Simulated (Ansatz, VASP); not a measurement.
## BN in VASP and in Ansatz

INCAR

```
PREC     = Accurate       # precision mode
ENCUT    = 520            # plane-wave cutoff, eV
EDIFF    = 1E-8           # SCF threshold, eV
ISMEAR   = -1             # smearing method
SIGMA    = 0.03           # smearing width, eV
LREAL    = False          # projectors in reciprocal space
LASPH    = True           # aspherical terms in the spheres
NELM     = 120            # most SCF steps
ALGO     = Normal         # electronic algorithm
ISIF     = 2              # what is computed and relaxed
LWAVE    = False          # write WAVECAR
LCHARG   = False          # write CHGCAR
GGA      = PE             # functional
LEFG     = True         
NBANDS   = 11             # bands
GGA_COMPAT= False
```

The input KPOINTS:

```
regular mesh
0
Gamma
  13 13 13
```

Contents of POSCAR:

```
BN
1.0
    0.0000000000      1.7713500000      1.8075000000
    1.7713500000      0.0000000000      1.8075000000
    1.7713500000      1.7713500000      0.0000000000
B N
1 1
Direct
    0.0000000000      0.0000000000      0.0000000000
    0.7500000000      0.7500000000      0.7500000000
```

Input for Ansatz:

```yaml
crystal:
  lattice:
    - [0.0, 1.77135, 1.8075]
    - [1.77135, 0.0, 1.8075]
    - [1.77135, 1.77135, 0.0]
  atoms:
    - { symbol: B, position: [0.0, 0.0, 0.0] }
    - { symbol: "N", position: [0.75, 0.75, 0.75] }
kpoints:
  mp_grid: { grid: [13, 13, 13] }
scf:
  occupations: { method: fermi_dirac, width: 0.03 }
hamiltonian:
  xc: pbe
  pseudopotentials: { kind: all_electron, datasets: crystal }
output:
  forces: true
  stress: true
  eigenvalues: true
  efg: { contact_densities: true }
```

Change from the starting cell: equal xx and yy strain of -2 %, crystal datasets.

Alike in both runs: task electric field gradients; functional PBE; k mesh 13 × 13 × 13; occupations fermi-dirac, width 0.03 eV; no spin polarisation.

|  | VASP | Ansatz |
| --- | --- | --- |
| version | VASP 6.6.1 | Ansatz 0.2.0 |
| potentials or method | VASP PAW PBE potentials, release 64 (B, N), cutoff 520 eV | all-electron PAW with datasets made for the crystal, scalar-relativistic |

```tsv
	VASP	Ansatz	Ansatz less VASP
gap on the k mesh at the Fermi level (eV)	4.39	4.40	+0.010
pressure (GPa)	20.1	19.7	-0.38
traceless stress, the component that is largest in VASP (GPa)	-8.85	-8.86	-0.011
size of Vzz on the site where it differs most (V/Å²)	0.7	0.5	-0.18
```

Ansatz ran all-electron here, and VASP with PAW potentials.
